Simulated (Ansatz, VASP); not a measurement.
# W3N2 in VASP and in Ansatz

The input INCAR:

```
PREC = Accurate ; ENCUT = 600
EDIFF = 1E-6 ; ISMEAR = 0
SIGMA = 0.1 ; LREAL = F
LASPH = T ; NELM = 100
ALGO = Normal ; ISIF = 3
LWAVE = F ; LCHARG = F
GGA = PE ; IBRION = 2
NSW = 90 ; EDIFFG = -0.04
```

Contents of KPOINTS:

```
Automatic mesh
0
Gamma
  6 4 2
```

POSCAR

```
W3N2
1.0
    2.8159536263      0.0000000000      0.0000000000
    0.4597073255      4.9287984425      0.0000000000
    0.7084538351      0.1766775657      9.3731366028
W N
6 4
Direct
    0.3287547538      0.3196406657      0.0179798519
    0.7852640601      0.8578158458      0.5283734613
    0.8325337513      0.3143848545      0.3419547574
    0.6993818920      0.7763636576      0.8438669256
    0.9869539849      0.8527011232      0.1103075071
    0.2426830034      0.3760822702      0.6167280507
    0.8534959012      0.9370568478      0.3219686381
    0.2582500837      0.4750155370      0.8258911430
    0.2895098924      0.4992152193      0.1988863729
    0.7231726772      0.0917239789      0.6940432920
```

Input for Ansatz:

```yaml
crystal:
  lattice:
    - [2.8159536263, 0.0, 0.0]
    - [0.4597073255, 4.9287984425, 0.0]
    - [0.7084538351, 0.1766775657, 9.3731366028]
  atoms:
    - { symbol: W, position: [0.3287547538, 0.3196406657, 0.0179798519] }
    - { symbol: W, position: [0.7852640601, 0.8578158458, 0.5283734613] }
    - { symbol: W, position: [0.8325337513, 0.3143848545, 0.3419547574] }
    - { symbol: W, position: [0.699381892, 0.7763636576, 0.8438669256] }
    - { symbol: W, position: [0.9869539849, 0.8527011232, 0.1103075071] }
    - { symbol: W, position: [0.2426830034, 0.3760822702, 0.6167280507] }
    - { symbol: "N", position: [0.8534959012, 0.9370568478, 0.3219686381] }
    - { symbol: "N", position: [0.2582500837, 0.475015537, 0.825891143] }
    - { symbol: "N", position: [0.2895098924, 0.4992152193, 0.1988863729] }
    - { symbol: "N", position: [0.7231726772, 0.0917239789, 0.694043292] }
basis:
  ecutwfc: 420
kpoints:
  mp_grid: { grid: [6, 4, 2] }
hamiltonian:
  xc: pbe
scf:
  occupations: { method: gaussian, width: 0.1 }
  lower_state_search: "off"
output:
  forces: true
  stress: true
  eigenvalues: true
relax:
  adjacent_minimum: "off"
  f_tol: 0.04
  max_steps: 70
  cell: { stress_tol: 0.4 }
```

Change from the starting cell: the structure that the rattled cell fell into.

Alike in both runs: task relaxation of cell and atoms; functional PBE; k mesh 6 × 4 × 2; occupations gaussian, width 0.1 eV; no spin polarisation.

|  | VASP | Ansatz |
| --- | --- | --- |
| version | VASP 6.6.1 | Ansatz 0.2.0 |
| potentials or method | VASP PAW PBE potentials, release 64 (W_sv, N), cutoff 600 eV | scalar-relativistic, plane waves, PAW |
| valence electrons in the cell | 104 | 104 |

Ansatz gave:

- gap on the k mesh at the Fermi level, each at its own relaxed structure (eV): none
- relaxed volume (Å³/atom): 12.90
- relaxed length of the cell vector where the two differ most in proportion (Å): 2.803

Question: What did VASP give for the same quantities?

Answer: gap on the k mesh at the Fermi level, each at its own relaxed structure (eV): none; relaxed volume (Å³/atom): 12.94; relaxed length of the cell vector where the two differ most in proportion (Å): 2.809.

A gap of «none» marks a metal or a gap that the smearing closes.

The k mesh is coarse, so the values compare programs but aren't converged. Spin-orbit coupling is off throughout.
